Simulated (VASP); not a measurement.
Mg2GeN3: single point with PBE

The system is Mg2GeN3.

```
Mg Ge N
1.0
     3.03157    0.00000    0.00000
    -1.51578    2.62542    0.00000
     0.00000    0.00000    7.81222
Mg Ge N
2 1 3
Direct
  0.33333 0.66667 0.66685
  0.66667 0.33333 0.33315
  0.00000 0.00000 0.00000
  0.33333 0.66667 0.14277
  0.66667 0.33333 0.85723
  0.00000 0.00000 0.50000
```

This cell differs from its parent crystal: volume scaled by 1.03, then relaxed in part.

- Program: VASP 6.6.1
- Task: single point
- Functional: PBE
- Potentials or basis: VASP PAW PBE potentials, release 64 (Mg, Ge_d, N)
- Cutoff: 520 eV
- k mesh: 12 × 12 × 4
- Occupations: gaussian, width 0.1 eV
- Spin: no spin polarisation

```
Pressure      : -4.7 GPa
Largest force : 0.040 eV/Å
```

Forces in eV/Å, atoms in the order of the input:
```
Mg   0.000  0.000  0.004
Mg   0.000  0.000 -0.004
Ge   0.000  0.000  0.000
N    0.000  0.000  0.040
N    0.000  0.000 -0.040
N    0.000  0.000  0.000
```

Stress tensor (GPa, compression positive):
```
-4.65  0.00  0.00
 0.00 -4.65  0.00
 0.00  0.00 -4.89
```

Levels at points of the mesh, in eV from the Fermi level:
```
           k point  band 13  band 14  band 15  band 16  band 17  band 18  band 19  band 20  band 21  band 22
(0.00, 0.00, 0.00)    -0.22    -0.22     0.12     0.73     0.73     2.91     5.09     6.88     8.78     8.78
(0.50, 0.00, 0.00)    -2.09    -1.33    -1.20    -0.38    -0.19     2.68     6.42     7.00     7.81     9.33
(0.00, 0.00, 0.50)    -0.33    -0.24    -0.24     0.73     0.73     3.69     5.02     6.57     8.78     8.78
(0.50, 0.00, 0.50)    -2.65    -2.02    -0.50    -0.32    -0.06     2.96     5.70     7.70     7.97     8.59
```

It took 90 s on 1 thread of Intel(R) Xeon(R) 6975P-C (Granite Rapids) (shared host), peak memory 0.25 GiB.
